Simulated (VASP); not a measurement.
# BeZn9Cd2S12: single point with PBE

BeZn9Cd2S12:

```xyz
24
Lattice="-5.4776 -5.4414 0.0120 -0.0119 5.4413 5.4771 -5.4878 5.4636 -5.4874" Properties=species:S:1:pos:R:3 pbc="T T T"
Be   -5.4920    5.4565   -0.0158
S    -6.8972    4.0479   -4.0702
S    -9.5424    1.4233   -4.0662
S    -6.8839    1.4078   -1.4087
S    -4.2233    4.2059   -1.3063
S    -3.9901    1.4248    1.4860
S    -1.4265    3.9695    1.4727
S    -6.7262    6.6881   -1.2501
S    -9.5466    4.0480   -1.4214
S    -6.7830    4.2057    1.2525
S    -4.2313    6.7348    1.2437
S    -4.0031    3.9689    4.0487
S    -1.5587    6.9824    3.9172
Zn   -8.1599    8.1065    0.0001
Zn   -8.2188    0.0105   -2.7422
Zn   -5.4721    2.7326   -2.7494
Zn   -2.8173    2.8043   -0.0138
Zn   -2.6638   -0.0180    2.8119
Zn    0.0122    2.6430    2.8034
Zn   -8.2247    2.7325    0.0026
Zn   -5.4904    2.8043    2.6582
Zn   -2.8262    5.4442    2.6496
Cd   -5.5907   10.9948   -0.1148
Cd   -5.4228   -0.0432    0.0529
```

```
Program             : VASP 6.6.1
Task                : single point
Functional          : PBE
Potentials or basis : VASP PAW PBE potentials, release 64 (Be, S, Zn, Cd)
Cutoff              : 520 eV
k mesh              : 2 × 2 × 2, shifted
Occupations         : gaussian, width 0.1 eV
Spin                : no spin polarisation
```

| Quantity | Value |
| --- | --- |
| Pressure | 0.2 GPa |
| Largest force | 0.029 eV/Å |
| Band gap on the k mesh | 3.00 eV |

Forces on the atoms (eV/Å):
```
Be  -0.004  0.002 -0.005
S   -0.011 -0.013  0.014
S    0.015  0.011  0.015
S   -0.011  0.010 -0.008
S    0.012 -0.012 -0.018
S    0.016  0.004  0.014
S   -0.005 -0.015  0.017
S    0.008 -0.006  0.006
S    0.015 -0.014 -0.009
S   -0.015 -0.010  0.010
S    0.011  0.015  0.011
S    0.016 -0.013 -0.004
S   -0.015  0.017 -0.018
Zn  -0.005  0.006 -0.008
Zn   0.002 -0.002  0.002
Zn   0.001 -0.001  0.003
Zn  -0.004  0.001 -0.003
Zn  -0.006  0.008 -0.006
Zn  -0.009  0.005 -0.005
Zn   0.000 -0.001  0.002
Zn  -0.002  0.000 -0.002
Zn  -0.003  0.003 -0.002
Cd  -0.002  0.001 -0.002
Cd  -0.003  0.003 -0.003
```

Levels at points of the mesh, in eV from the valence-band top:
| k point | band 99 | band 100 | band 101 | band 102 | band 103 | band 104 | band 105 | band 106 | band 107 | band 108 |
| --- | --- | --- | --- | --- | --- | --- | --- | --- | --- | --- |
| (0.25, 0.25, 0.25) | -0.76 | -0.65 | -0.60 | -0.45 | -0.33 | 3.70 | 3.91 | 4.24 | 4.39 | 4.42 |

It took 8.1 min on 1 thread of Intel(R) Xeon(R) Platinum 8259CL CPU @ 2.50GHz (Skylake/Cascade Lake) (shared host), peak memory 0.64 GiB.

Caveat: a shifted mesh leaves out Γ, where band edges can lie. A k mesh can miss the band edges.
